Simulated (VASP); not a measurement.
Write the native input for VASP 6.6.1 that does the following.

```yaml
Task: relaxation of cell and atoms
Functional: PBE
Potentials_or_basis: VASP PAW PBE potentials, release 64 (Sn_d, S)
Cutoff: 600 eV
k_mesh: 4 × 4 × 4
Occupations: gaussian, width 0.1 eV
Spin: no spin polarisation
Dipole_correction: no
Further_INCAR_settings: ALGO = Normal; EDIFF = 1e-07; IBRION = 2; EDIFFG = -0.04; NSW = 90; ISIF = 3
```

The structure of SnS7 lies in POSCAR:

```
SnS7
1.0
    0.0000000000      4.4194645100      4.4194645100
    4.4194645100      0.0000000000      4.4194645100
    4.4194645100      4.4194645100      0.0000000000
Sn S
1 7
Direct
    0.0000000000      0.0000000000      0.0000000000
    0.5000000000      0.5000000000      0.5000000000
    0.0000000000      0.5000000000      0.0000000000
    0.5000000000      0.0000000000      0.0000000000
    0.0000000000      0.5000000000      0.5000000000
    0.5000000000      0.0000000000      0.5000000000
    0.0000000000      0.0000000000      0.5000000000
    0.5000000000      0.5000000000      0.0000000000
```

The cell was built from a structure type or drawn by symmetry, and may not be a known phase.

These files were run (other wordings do the same):

INCAR

```
ALGO = Normal ; EDIFF = 1E-7
EDIFFG = -0.04 ; ENCUT = 600
GGA = PE ; IBRION = 2
ISIF = 3 ; ISMEAR = 0
LASPH = True ; LCHARG = False
LREAL = False ; LWAVE = False
NELM = 100 ; NSW = 90
PREC = Accurate ; SIGMA = 0.1
```

KPOINTS

```
k-points
0
Gamma
  4 4 4
```

Potentials or basis: VASP PAW PBE potentials, release 64 (Sn_d, S).

Launch:

```console
$ cat potpaw_PBE.64/Sn_d/POTCAR potpaw_PBE.64/S/POTCAR > POTCAR
$ mpirun -np 1 vasp_std > vasp.out
```

It gave:

| Item | Value |
| --- | --- |
| Relaxed volume | 17.76 Å³/atom |
| Relaxed cell | a = 5.857 Å, b = 5.857 Å, c = 5.857 Å, α = 60.00°, β = 60.00°, γ = 60.00° |
| Space group after relaxing (to 0.1 Å) | Fm-3m (No. 225) |
| Energy gained by relaxing | 121.2 meV/atom |
| Ionic steps | 3 |
| Pressure after relaxing | -0.1 GPa |
| Band gap on the k mesh | zero (bands 28 and 29 overlap by 1.79 eV) |

Caveat: the volume moved by over 15 % at a fixed basis, so the end points are rough; spin-orbit coupling is left out, which moves the levels of the heavy elements.

Run time: 4.5 min on 1 thread of Intel Xeon 8259CL (shared host), peak memory 0.38 GiB.
